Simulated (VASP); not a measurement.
The system is PbS.

```
Pb S
1.0
     4.08970    0.00000    0.00000
    -2.04485    3.54178    0.00000
     0.00000    0.00000    3.78817
Pb S
1 1
Direct
  0.00000 0.00000 0.00000
  0.66667 0.33333 0.50000
```

Base run:

```yaml
Program: VASP 6.6.1
Functional: BLYP
Potentials_or_basis: VASP PAW PBE potentials, release 64 (Pb_d, S)
Cutoff: 520 eV
k_mesh: 6 × 6 × 6
Occupations: fermi-dirac, width 0.01 eV
Spin: no spin polarisation
```

Its results: band gap on the k mesh zero (band 10 reaches 5.68 eV, above the bottom of band 11 at 5.33 eV); pressure 3.2 GPa.

Problem. The run is repeated on the same cell with these changes: functional from BLYP to PBEsol; further incar settings from ALGO = Normal; EDIFF = 1e-07; NBANDS = 17 to ALGO = Normal; EDIFF = 1e-06; NBANDS = 17. What comes out?

Solution. Band gap on the k mesh zero (band 10 reaches 5.18 eV, above the bottom of band 11 at 4.64 eV); pressure -3.0 GPa.

Caveats: the PAW data sets were made with another functional, which shifts forces and pressure a little; spin-orbit coupling is left out, which moves the levels of the heavy elements.
